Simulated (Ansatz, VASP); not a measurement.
## Gd in VASP and in Ansatz

INCAR

```
SYSTEM = Gd
PREC = Accurate
ENCUT = 520
EDIFF = 1E-7
ISMEAR = -1
SIGMA = 0.1
LREAL = .False.
LASPH = .True.
NELM = 150
ALGO = Normal
ISIF = 2
LWAVE = .False.
LCHARG = .False.
ISPIN = 2
MAGMOM = 7
LORBIT = 11
LMAXMIX = 6
GGA = PS
NBANDS = 19
```

Contents of KPOINTS:

```
regular mesh
0
Gamma
  10 10 10
  0 0 0
```

POSCAR

```
Gd
1.0
    0.0000000000      2.5626275399      2.5626275399
    2.5626275399      0.0000000000      2.5626275399
    2.5626275399      2.5626275399      0.0000000000
Gd
1
Direct
    0.0000000000      0.0000000000      0.0000000000
```

Input for Ansatz:

```yaml
crystal:
  lattice:
    - [0.0, 2.5626275399044838, 2.5626275399044838]
    - [2.5626275399044838, 0.0, 2.5626275399044838]
    - [2.5626275399044838, 2.5626275399044838, 0.0]
  atoms:
    - { symbol: Gd, position: [0.0, 0.0, 0.0], spin: 7.0 }
basis:
  ecutwfc: 500.0
kpoints:
  mp_grid:
    grid: [10, 10, 10]
hamiltonian:
  xc: pbesol
magnetization:
  spin_polarized: true
scf:
  occupations:
    method: fermi_dirac
    width: 0.1
output:
  stress: true
```

Alike in both runs: task single point; functional PBEsol; k mesh 10 × 10 × 10; occupations fermi-dirac, width 0.1 eV; collinear spin.

|  | VASP | Ansatz |
| --- | --- | --- |
| version | VASP 6.6.1 | Ansatz 0.2.0 |
| potentials or method | VASP PAW PBE potentials, release 64 (Gd), cutoff 520 eV | plane waves, PAW |
| valence electrons in the cell | 18 | 18 |

Ansatz gave:

| Item | Value |
| --- | --- |
| pressure (GPa) | -2.5 |
| net moment per atom (μB) | 7.42 |
| size of the moment on the site where the two differ most (μB) | 7.21 |

What did VASP give for the same quantities?

Pressure (GPa): -2.4; net moment per atom (μB): 7.42; size of the moment on the site where the two differ most (μB): 6.90.

VASP's potentials were made for PBE, not for PBEsol. Site moments also hang on the region over which each program counts them.

Neither program's run includes spin-orbit coupling.
